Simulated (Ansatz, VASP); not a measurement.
**Two plane-wave programs on NaH**

```
CELL_PARAMETERS angstrom
-0.03613 2.42715 2.40481
2.43097 -0.04042 2.40910
2.40515 2.40561 -0.01460
ATOMIC_POSITIONS crystal
Na 0.03511 0.97156 0.99853
H 0.49212 0.51441 0.52596
```

Alike in both runs: task single point; functional PBEsol; k mesh 6 × 6 × 6; occupations fermi-dirac, width 0.05 eV; no spin polarisation.

```csv
,VASP,Ansatz
version,VASP 6.6.1,Ansatz 0.2.0
potentials or method,"VASP PAW PBE potentials, release 64 (Na_pv, H), cutoff 520 eV","plane waves, PAW"
valence electrons in the cell,8,10
```

|  | VASP | Ansatz | Ansatz less VASP |
| --- | --- | --- | --- |
| pressure (GPa) | -0.7 | -0.7 | +0.02 |
| traceless stress, the component that is largest in VASP (GPa) | 0.57 | 0.57 | -0.002 |
| rms of the force components (eV/Å) | 0.089 | 0.088 | -0.0011 |

VASP's potentials were made for PBE, not for PBEsol. Atom by atom the forces differ by 0.001 eV/Å (rms over components). VASP's potentials hold 8 valence electrons a cell and Ansatz's 10, so a difference there can come from the potentials and not from the codes. Ansatz's warnings: stress scf threshold loose.
